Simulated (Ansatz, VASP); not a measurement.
**ZrAl2N3: VASP beside Ansatz**

```xyz
12
Lattice="3.2806 0.0000 0.0000 -1.6403 2.8411 0.0000 0.0000 0.0000 16.9531" Properties=species:S:1:pos:R:3 pbc="T T T"
Zr    1.6403    0.9470    2.8255
Zr    1.6403    0.9470   14.1276
Al    0.0000    1.8941    0.0000
Al    0.0000    1.8941    5.6510
Al    0.0000    1.8941   11.3021
Al    1.6403    0.9470    8.4766
N     0.0000    0.0000   15.5404
N     0.0000    0.0000    4.2383
N     0.0000    0.0000    9.8893
N     0.0000    0.0000    1.4128
N     0.0000    0.0000    7.0638
N     0.0000    0.0000   12.7148
```

Alike in both runs: task relaxation of cell and atoms; functional PBE; k mesh 6 × 6 × 1; occupations gaussian, width 0.1 eV; no spin polarisation.

```csv
,VASP,Ansatz
version,VASP 6.6.1,Ansatz 0.2.0
potentials or method,"VASP PAW PBE potentials, release 64 (Zr_sv, Al, N), cutoff 600 eV","scalar-relativistic, plane waves, PAW"
valence electrons in the cell,66,66
```

|  | VASP | Ansatz | Ansatz less VASP |
| --- | --- | --- | --- |
| gap on the k mesh at the Fermi level, each at its own relaxed structure (eV) | none | none | - |
| relaxed volume (Å³/atom) | 10.10 | 10.11 | +0.004 |
| relaxed cell length with the largest relative difference (Å) | 2.974 | 2.975 | +0.0008 |

A gap of «none» marks a metal or a gap that the smearing closes.

The k mesh is coarse, so the values compare programs but aren't converged. Noted on VASP's run: the volume moved by over 15 % at a fixed basis, so the end points are rough.
